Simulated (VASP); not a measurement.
# Be (I4_1/amd) in VASP: further runs

The runs below take Be through single point, relaxation of cell and atoms, with PBE.

Everything below comes from runs of VASP 6.6.1. Logs are shortened: lines on timing, memory, paths and dates and some standing lists are left out, and cuts for length are marked.

### 1 The cell of the first run

Symmetry: I4_1/amd, No. 141, tetragonal system. The conventional cell has a = 4.244 Å, b = 4.244 Å, c = 2.120 Å, α = 90.00°, β = 90.00°, γ = 90.00°. Be (site symmetry -4m2) has 10 Be at 2.12 to 2.65 Å within 2.8 Å.

### 2 Single point, PBE

The input, INCAR:

```
SYSTEM = Be
ALGO = Normal
EDIFF = 1E-6
ENCUT = 520
GGA = PE
ISIF = 2
ISMEAR = -1
LASPH = .TRUE.
LCHARG = .TRUE.
LELF = .TRUE.
LREAL = .FALSE.
LVHAR = .TRUE.
LWAVE = .FALSE.
NBANDS = 9
NELM = 80
PREC = Accurate
SIGMA = 0.08
```

The input, KPOINTS:

```
k-points
0
G
  20 20 20
  0 0 0
```

The input, POSCAR:

```
Be
1.0
   -2.1220829979      2.1220829979      1.0598459334
    2.1220829979     -2.1220829979      1.0598459334
    2.1220829979      2.1220829979     -1.0598459334
Be
2
Direct
   -0.3750000000     -0.1250000000     -0.2500000000
    0.3750000000      0.1250000000      0.2500000000
```

Potentials or basis: VASP PAW PBE potentials, release 64 (Be).

On the command line:

```sh
$ cat potpaw_PBE.64/Be/POTCAR > POTCAR
$ mpirun -np 1 vasp_std > vasp.out
```

OUTCAR:

```text
SYSTEM = Be
   EDIFF = 1E-6
   ENCUT = 520
   GGA = PE
   ISIF = 2
   ISMEAR = -1
   LASPH = .TRUE.
   LREAL = .FALSE.
   NELM = 80
   PREC = Accurate

 ion  position               nearest neighbor table
   1  0.625  0.875  0.750-   2 2.19   2 2.19   2 2.19   2 2.19
   2  0.375  0.125  0.250-   1 2.19   1 2.19   1 2.19   1 2.19

  LATTYP: Found a body centered tetragonal cell.
 ALAT       =     4.2441659958
 C/A-ratio  =     0.4994366075

  Lattice vectors:

 A1 = (  -2.1220829979,   2.1220829979,   1.0598459334)
 A2 = (   2.1220829979,  -2.1220829979,   1.0598459334)
 A3 = (   2.1220829979,   2.1220829979,  -1.0598459334)

Analysis of symmetry for initial positions (statically):
=====================================================================
 Subroutine PRICEL returns:
 Original cell was already a primitive cell.

 Routine SETGRP: Setting up the symmetry group for a
 body centered tetragonal supercell.

 Subroutine GETGRP returns: Found 16 space group operations
 (whereof  4 operations were pure point group operations)
 out of a pool of 16 trial point group operations.

The static configuration has the point symmetry C_2h.
 The point group associated with its full space group is D_4h.

Analysis of symmetry for dynamics (positions and initial velocities):
=====================================================================
 Subroutine PRICEL returns:
 Original cell was already a primitive cell.

 Routine SETGRP: Setting up the symmetry group for a
 body centered tetragonal supercell.

 Subroutine GETGRP returns: Found 16 space group operations
 (whereof  4 operations were pure point group operations)
 out of a pool of 16 trial point group operations.

The dynamic configuration has the point symmetry C_2h.
 The point group associated with its full space group is D_4h.

 Subroutine INISYM returns: Found 16 space group operations
 (whereof  4 operations are pure point group operations),
 and found     1 'primitive' translations

----------------------------------------------------------------------------------------

                                     Primitive cell

  volume of cell :      19.0909

  direct lattice vectors                    reciprocal lattice vectors
    -2.122082998  2.122082998  1.059845933     0.000000000  0.235617551  0.471766683
     2.122082998 -2.122082998  1.059845933     0.235617551  0.000000000  0.471766683
     2.122082998  2.122082998 -1.059845933     0.235617551  0.235617551  0.000000000

  length of vectors
     3.182726175  3.182726175  3.182726175     0.527332375  0.527332375  0.333213537

  position of ions in fractional coordinates (direct lattice)
     0.625000000  0.875000000  0.750000000
     0.375000000  0.125000000  0.250000000

  ion indices of the primitive-cell ions
   primitive index   ion index
                 1           1
                 2           2

----------------------------------------------------------------------------------------

 KPOINTS: k-points

Automatic generation of k-mesh.
 Grid dimensions read from file:
 generate k-points for:   20   20   20

 Generating k-lattice:

  Cartesian coordinates                     Fractional coordinates (reciprocal lattice)
     0.000000000  0.011780878  0.023588334     0.050000000 -0.000000000  0.000000000
     0.011780878  0.000000000  0.023588334    -0.000000000  0.050000000  0.000000000
     0.011780878  0.011780878  0.000000000     0.000000000  0.000000000  0.050000000

  Length of vectors
     0.026366619  0.026366619  0.016660677

  Shift w.r.t. Gamma in fractional coordinates (k-lattice)
     0.000000000  0.000000000  0.000000000

 Subroutine IBZKPT returns following result:
 ===========================================

 Found    641 irreducible k-points:

 Following reciprocal coordinates:
            Coordinates               Weight
  0.000000  0.000000  0.000000      1.000000
  0.050000  0.000000  0.000000      8.000000
  0.100000  0.000000  0.000000      8.000000
  0.150000 -0.000000  0.000000      8.000000
  0.200000  0.000000  0.000000      8.000000
  0.250000 -0.000000  0.000000      8.000000
[... 16 lines left out ...]
 -0.400000  0.050000 -0.000000     16.000000
 -0.350000  0.050000 -0.000000     16.000000
 [... further k-points ...]
   k-points           NKPTS =    641   k-points in BZ     NKDIM =    641   number of bands    NBANDS=      9
   number of dos      NEDOS =    301   number of ions     NIONS =      2
   total plane-waves  NPLWV =  13824
   dimension x,y,z NGX =    24 NGY =   24 NGZ =   24
   dimension x,y,z NGXF=    48 NGYF=   48 NGZF=   48
   ions per type =               2
   NGX,Y,Z   is equivalent  to a cutoff of  12.54, 12.54, 12.54 a.u.
   NGXF,Y,Z  is equivalent  to a cutoff of  25.07, 25.07, 25.07 a.u.
 SYSTEM =  Be
   PREC   = accura    normal or accurate (medium, high low for compatibility)
   ISTART =      0    job   : 0-new  1-cont  2-samecut
   ICHARG =      2    charge: 1-file 2-atom 10-const
   ISPIN  =      1    spin polarized calculation?
   LNONCOLLINEAR =      F non collinear calculations
   LSORBIT =      F    spin-orbit coupling
   LASPH  =      T    aspherical Exc in radial PAW
   ENCUT  =  520.0 eV  38.22 Ry    6.18 a.u.   5.92  5.92  5.92*2*pi/ulx,y,z
   NELM   =     80;   NELMIN=  2; NELMDL= -5     # of ELM steps
   EDIFF  = 0.1E-05   stopping-criterion for ELM
   LREAL  =      F    real-space projection
   EDIFFG = 0.1E-04   stopping-criterion for IOM
   NSW    =      0    number of steps for IOM
   IBRION =     -1    ionic relax: 0-MD 1-quasi-New 2-CG
   NFREE  =      0    steps in history (QN), initial steepest desc. (CG)
   ISIF   =      2    stress and relaxation
   ISYM   =      2    0-nonsym 1-usesym 2-fastsym
   POTIM  = 0.5000    time-step for ionic-motion
   TEBEG  =    0.0;   TEEND  =   0.0 temperature during run
   PSTRESS=    0.0 pullay stress
   NELECT =       4.0000    total number of electrons
   NUPDOWN=      -1.0000    fix difference up-down
   EMIN   =  10.00;   EMAX   =-10.00  energy-range for DOS
   EFERMI =   0.00;   METHOD = LEGACY
   ISMEAR =    -1;   SIGMA  =   0.08  broadening in eV -4-tet -1-fermi 0-gaus
   EFERMI_NEDOS =   21; number of points for ismear=-14 and -15
   IALGO  =     38    algorithm
   IMIX   =      4    mixing-type and parameters
     AMIX     =   0.40;   BMIX     =  1.00
     AMIX_MAG =   1.60;   BMIX_MAG =  1.00
  volume/ion in A,a.u.               =       9.55        64.42
  Fermi-wavevector in a.u.,A,eV,Ry     =   0.972342  1.837460 12.863612  0.945449
  Thomas-Fermi vector in A             =   2.102633
   LORBIT       =      0    0 simple, 1 ext, 2 COOP (PROOUT), +10 PAW based schemes
   GGA     = PE    functional components
[... 5 lines left out ...]
 non-spin polarized calculation
  energy-cutoff  :      520.00
  volume of cell :       19.09
 maximum number of plane-waves:       536
   NGX = 11   NGY = 11   NGZ = 11

 number of electron       4.0000000 magnetization

 Free energy of the ion-electron system (eV)
  ---------------------------------------------------
  ext. energy  EPLUGINS =         0.00000000
  ---------------------------------------------------
  free energy    TOTEN  =        -6.09031806 eV

  energy without entropy =       -6.07808631  energy(sigma->0) =       -6.08420218

 E-fermi :   5.4061     XC(G=0):  -9.9880

 val. band max:        5.3923838240   @ k =  -0.1500  -0.3500   0.0500
 cond. band min:       5.4109522591   @ k =  -0.1500   0.5000   0.1500
 fundamental gap:      0.0185684350
 Fermi energy:         5.4060832601

 k-point     1 :       0.0000    0.0000    0.0000
  band No.  band energies     occupation
      1      -4.7512      2.00000
      2       6.1424      0.00020
      3       6.1424      0.00020
      4      12.1358      0.00000
      5      13.0930      0.00000
      6      19.3856      0.00000
      7      19.3856      0.00000
      8      23.3839      0.00000
      9      23.5664      0.00000

 k-point     2 :       0.0500    0.0000    0.0000
  band No.  band energies     occupation
      1      -4.6715      2.00000
      2       6.1264      0.00025
      3       6.1903      0.00011
      4      12.3516      0.00000
      5      13.0520      0.00000
      6      19.1759      0.00000
      7      19.4351      0.00000
      8      22.8156      0.00000
      9      23.2935      0.00000

 k-point     3 :       0.1000    0.0000    0.0000
  band No.  band energies     occupation
      1      -4.4323      2.00000
      2       6.1015      0.00034
      3       6.3272      0.00002
      4      12.9314      0.00000
      5      12.9739      0.00000
      6      18.6281      0.00000
      7      19.5610      0.00000
      8      21.2587      0.00000
      9      22.9937      0.00000

 k-point     4 :       0.1500   -0.0000    0.0000
  band No.  band energies     occupation
      1      -4.0340      2.00000
      2       6.1182      0.00027
      3       6.5322      0.00000
      4      12.7302      0.00000
      5      13.9452      0.00000
      6      17.8496      0.00000
      7      19.5361      0.00000
      8      19.6719      0.00000
      9      22.5244      0.00000
[... 205 lines left out ...]
 k-point    22 :      -0.4500    0.0500   -0.0000
  band No.  band energies     occupation
      1       0.4923      2.00000
      2       6.0363      0.00076
      3       7.5808      0.00000
      4       8.6354      0.00000
      5      12.5188      0.00000
      6      14.4125      0.00000
      7      17.4846      0.00000
      8      20.6229      0.00000
      9      22.3406      0.00000

 k-point    23 :      -0.4000    0.0500   -0.0000
  band No.  band energies     occupation
      1      -0.6401      2.00000
      2       6.2775      0.00004
      3       7.3744      0.00000
      4       9.4817      0.00000
      5      12.9909      0.00000
      6      15.7365      0.00000
      7      17.0849      0.00000
      8      20.8776      0.00000
      9      21.9801      0.00000

 k-point    24 :      -0.3500    0.0500   -0.0000
  band No.  band energies     occupation
      1      -1.6735      2.00000
      2       5.9873      0.00140
      3       7.2310      0.00000
      4      10.8351      0.00000
      5      13.7022      0.00000
      6      16.8565      0.00000
      7      17.0584      0.00000
      8      20.0375      0.00000
      9      21.2561      0.00000

 [... further k-points ...]

------------------------ aborting loop because EDIFF is reached ----------------------------------------

  FORCE on cell =-STRESS in cart. coord.  units (eV):
  Direction    XX          YY          ZZ          XY          YZ          ZX
  --------------------------------------------------------------------------------------
  -------------------------------------------------------------------------------------
  Total       -0.1474076     -0.1474076     -0.1364455      0.0000000      0.0000000     -0.0000000
  in kB      -12.3709457    -12.3709457    -11.4509683      0.0000000      0.0000000     -0.0000000
  external PRESSURE =     -12.0642866 kB  Pullay stress =       0.0000000 kB

 VOLUME and BASIS-vectors are now :
 -----------------------------------------------------------------------------
  energy-cutoff  :      520.00
  volume of cell :       19.09
      direct lattice vectors                 reciprocal lattice vectors
    -2.122082998  2.122082998  1.059845933     0.000000000  0.235617551  0.471766683
     2.122082998 -2.122082998  1.059845933     0.235617551  0.000000000  0.471766683
     2.122082998  2.122082998 -1.059845933     0.235617551  0.235617551  0.000000000

 POSITION                                       TOTAL-FORCE (eV/Angst)
 -----------------------------------------------------------------------------------
      2.12208      1.06104      0.79488         0.000000      0.000000      0.000000
     -0.00000      1.06104      0.26496        -0.000000     -0.000000     -0.000000
 -----------------------------------------------------------------------------------
    total drift:                                0.000000      0.000000      0.000000

  FREE ENERGIE OF THE ION-ELECTRON SYSTEM (eV)
  ---------------------------------------------------
  free  energy   TOTEN  =        -6.0903180626 eV

  energy  without entropy=       -6.0780863051  energy(sigma->0) =       -6.08420218
```

Run time: 21 s. Hardware: 1 thread of Intel Xeon 6975P-C (Granite Rapids), shared host; peak memory 0.2 GiB.

What came out:

```
Free energy            : -6.0903 eV
Pressure               : -1.2 GPa
Band gap on the k mesh : zero (bands 2 and 3 overlap by 5.49 eV)
```

### 3 Single point, PBE

The input, INCAR:

```
  ALGO = Normal
  EDIFF = 1E-7
  ENCUT = 520
  GGA = PE
  ISIF = 2
  ISMEAR = -1
  LASPH = T
  LCHARG = F
  LREAL = F
  LWAVE = F
  NBANDS = 9
  NELM = 100
  PREC = Accurate
  SIGMA = 0.08
```

The input, KPOINTS:

```
k-points
0
Gamma
  20 20 20
```

POSCAR is that of step 2.

Potentials or basis: VASP PAW PBE potentials, release 64 (Be).

On the command line:

```sh
$ cat potpaw_PBE.64/Be/POTCAR > POTCAR
$ mpirun -np 1 vasp_std > vasp.out
```

It took 22 s on 1 thread of Intel Xeon 6975P-C (Granite Rapids), shared host; peak memory 0.2 GiB.

Results (log left out):

* Free energy: -6.0903 eV
* Pressure: -1.2 GPa
* Band gap on the k mesh: zero (bands 2 and 3 overlap by 5.49 eV)

Stress tensor (GPa, compression positive):
```
-1.24  0.00  0.00
 0.00 -1.24  0.00
 0.00  0.00 -1.15
```

Levels at points of the mesh, in eV from the Fermi level:
```csv
k point,band 1,band 2,band 3,band 4,band 5,band 6,band 7
"(0.00, 0.00, 0.00)",-10.16,0.74,0.74,6.73,7.69,13.98,13.98
"(0.50, 0.00, 0.00)",-3.44,-0.70,2.93,3.33,6.84,7.14,12.67
"(0.50, 0.50, 0.00)",-6.92,-6.92,4.69,4.69,9.68,9.68,17.31
"(0.50, 0.50, 0.50)",-4.93,-4.93,-1.77,-1.77,16.14,16.14,17.76
```

### 4 Relaxation of cell and atoms, PBE, target pressure -1.3 GPa, at which the enthalpy is minimised

This run uses another cell than the first one, of 8.20 Å³/atom.

The input, INCAR:

```
SYSTEM = Be
PREC     = Accurate       ! precision mode
ENCUT    = 600            ! plane-wave cutoff, eV
EDIFF    = 1E-7           ! SCF threshold, eV
ISMEAR   = -1             ! smearing method
SIGMA    = 0.08           ! smearing width, eV
LREAL    = .FALSE.        ! projectors in reciprocal space
LASPH    = .TRUE.         ! aspherical terms in the spheres
NELM     = 60             ! most SCF steps
ALGO     = Normal         ! electronic algorithm
ISIF     = 3              ! what is computed and relaxed
LWAVE    = .FALSE.        ! write WAVECAR
LCHARG   = .FALSE.        ! write CHGCAR
GGA      = PE             ! functional
IBRION   = 2              ! ionic algorithm
NSW      = 60             ! ionic steps
EDIFFG   = -0.005         ! ionic threshold
PSTRESS  = -13.0
```

The input, KPOINTS:

```
Automatic mesh
0
G
  20 20 20
  0 0 0
```

The input, POSCAR:

```
Be
1.0
   -1.9538232268      1.9538232268      1.0746027747
    1.9538232268     -1.9538232268      1.0746027747
    1.9538232268      1.9538232268     -1.0746027747
Be
2
Direct
   -0.3750000000     -0.1250000000     -0.2500000000
    0.3750000000      0.1250000000      0.2500000000
```

On the command line:

```sh
$ cat potpaw_PBE.64/Be/POTCAR > POTCAR
$ mpirun -np 1 vasp_std > vasp.out
```

It took 72 s on 1 thread of Intel Xeon 6975P-C (Granite Rapids), shared host; peak memory 0.19 GiB.

Results (log left out):

```yaml
Free_energy: -6.0901 eV
Relaxed_volume: 9.56 Å³/atom
Relaxed_cell: a = 3.184 Å, b = 3.184 Å, c = 3.184 Å, α = 96.37°, β = 96.37°, γ = 141.09°
Space_group_after_relaxing_to_0.1_Å: I4_1/amd (No. 141)
Energy_change_on_relaxing_the_run_minimises_the_enthalpy: -78.3 meV/atom
Ionic_steps: 7
Pressure_after_relaxing: -1.3 GPa
Band_gap_on_the_k_mesh: zero (bands 2 and 3 overlap by 5.49 eV)
```

Step by step:
| step | energy change (eV) | largest force (eV/Å) | pressure (GPa) | volume (Å³) |
| --- | --- | --- | --- | --- |
| 1 | 0.0000 | 0.0000 | 12.66 | 16.41 |
| 2 | -0.1370 | 0.0000 | 2.23 | 18.15 |
| 3 | -0.1451 | 0.0000 | -4.02 | 19.80 |
| 4 | -0.1523 | 0.0000 | -2.58 | 19.35 |
| 5 | -0.1528 | 0.0000 | -2.37 | 19.29 |
| 6 | -0.1566 | 0.0000 | -1.24 | 19.10 |
| 7 | -0.1566 | 0.0000 | -1.30 | 19.11 |

Final structure:
```xyz
2
Lattice="-2.1228 2.1228 1.0603 2.1228 -2.1228 1.0603 2.1228 2.1228 -1.0603" Properties=species:S:1:pos:R:3 pbc="T T T"
Be    2.1228    1.0614    0.7953
Be    0.0000    1.0614    0.2651
```

Levels at points of the mesh, in eV from the Fermi level:
```
           k point  band 1  band 2  band 3  band 4  band 5  band 6
(0.00, 0.00, 0.00)  -10.15    0.74    0.74    6.73    7.68   13.97
(0.50, 0.00, 0.00)   -3.44   -0.70    2.93    3.33    6.83    7.13
(0.50, 0.50, 0.00)   -6.91   -6.91    4.69    4.69    9.68    9.68
(0.50, 0.50, 0.50)   -4.93   -4.93   -1.77   -1.77   16.13   16.13
```

Caveat: the cell is relaxed towards a set pressure, so the run minimises the enthalpy, not the energy; the volume moved by over 15 % at a fixed basis, so the end points are rough.

[end of part 1 of 2]

The gap in the log of VASP goes by the Fermi energy; the results here count the filled bands.